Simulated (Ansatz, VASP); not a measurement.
**SiO2 in VASP and in Ansatz**

File INCAR:

```
  ALGO = Normal
  EDIFF = 1E-6
  ENCUT = 520
  ISIF = 2
  ISMEAR = 0
  LASPH = T
  LCHARG = F
  LREAL = F
  LWAVE = F
  NBANDS = 25
  NELM = 100
  PREC = Accurate
  SIGMA = 0.05
```

File KPOINTS:

```
k-points
0
Gamma
  6 6 10
```

Contents of POSCAR:

```
SiO2
1.0
    4.1814327044      0.0000000000      0.0000000000
    0.0000000000      4.1814327044      0.0000000000
    0.0000000000      0.0000000000      2.8801708468
Si O
2 4
Direct
    0.5000000000      0.5000000000      0.5000000000
    0.0000000000      0.0000000000      0.0000000000
    0.6944252994      0.6944252994      0.0000000000
    0.1944252994      0.8055747006      0.5000000000
    0.3055747006      0.3055747006      0.0000000000
    0.8055747006      0.1944252994      0.5000000000
```

Input for Ansatz:

```yaml
crystal:
  lattice:
    - [4.1814327044, 0.0, 0.0]
    - [0.0, 4.1814327044, 0.0]
    - [0.0, 0.0, 2.8801708468]
  atoms:
    - { symbol: Si, position: [0.5, 0.5, 0.5] }
    - { symbol: Si, position: [0.0, 0.0, 0.0] }
    - { symbol: O, position: [0.6944252994, 0.6944252994, 0.0] }
    - { symbol: O, position: [0.1944252994, 0.8055747006, 0.5] }
    - { symbol: O, position: [0.3055747006, 0.3055747006, 0.0] }
    - { symbol: O, position: [0.8055747006, 0.1944252994, 0.5] }
basis:
  ecutwfc: 520.0
kpoints:
  mp_grid: { grid: [6, 6, 10] }
hamiltonian:
  xc: lda
  pseudopotentials: { kind: paw, azcp: { folder: soft_1 } }
scf:
  occupations: { method: gaussian, width: 0.05 }
output:
  forces: true
  stress: true
  eigenvalues: true
```

Alike in both runs: task single point; functional LDA; k mesh 6 × 6 × 10; occupations gaussian, width 0.05 eV; no spin polarisation.

|  | VASP | Ansatz |
| --- | --- | --- |
| version | VASP 6.6.1 | Ansatz 0.2.0 |
| potentials or method | VASP PAW LDA potentials, release 64 (Si, O), cutoff 520 eV | scalar-relativistic, plane waves, PAW |
| valence electrons in the cell | 32 | 32 |

VASP gave:

```
gap on the k mesh at the Fermi level (eV)                     : 3.96
least direct gap on the mesh (eV)                             : 3.96
pressure (GPa)                                                : -26.3
traceless stress, the component that is largest in VASP (GPa) : -20.07
rms of the force components (eV/Å)                            : 0.039
```

Q: Estimate Ansatz's values.

A: gap on the k mesh at the Fermi level (eV): 3.96; least direct gap on the mesh (eV): 3.96; pressure (GPa): -27.2; traceless stress, the component that is largest in VASP (GPa): -20.32; rms of the force components (eV/Å): 0.037.

Ansatz warns that its potentials were made for another functional, while VASP's fit it. LDA's correlation is that of Perdew and Zunger in VASP and of Perdew and Wang (1992) in Ansatz. Atom by atom the forces differ by 0.002 eV/Å (rms over components).
